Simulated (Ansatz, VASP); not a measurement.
# Two plane-wave programs on SrVO3

```xyz
5
Lattice="3.8425 0.0000 0.0000 0.0000 3.8425 0.0000 0.0000 0.0000 3.8425" Properties=species:S:1:pos:R:3 pbc="T T T"
Sr    0.0000    0.0000    0.0000
V     1.9212    1.9212    1.9212
O     1.9212    0.0000    1.9212
O     0.0000    1.9212    1.9212
O     1.9212    1.9212    0.0000
```

Alike in both runs: task single point; functional PBE; k mesh 5 × 5 × 5; occupations fermi-dirac, width 0.1 eV; collinear spin; Hubbard terms V d U = 6.2 eV.

|  | VASP | Ansatz |
| --- | --- | --- |
| version | VASP 6.6.1 | Ansatz 0.2.0 |
| potentials or method | VASP PAW PBE potentials, release 64 (Sr_sv, V_sv, O_h), cutoff 910 eV | PAW, plane waves, scalar-relativistic |
| valence electrons in the cell | 41 | 41 |

```tsv
	VASP	Ansatz	Ansatz less VASP
net moment per atom (μB)	0.20	0.20	0.000
size of the moment on the site where the two differ most (μB)	1.25	1.11	-0.144
```

Site moments also hang on the region over which each program counts them. The programs project onto different local orbitals, so the same U acts differently, and such runs can settle in different states. Ansatz's warnings: filled band counts differ across k points.

Noted on VASP's run: the cutoff is short for stress, so the pressure is rough.
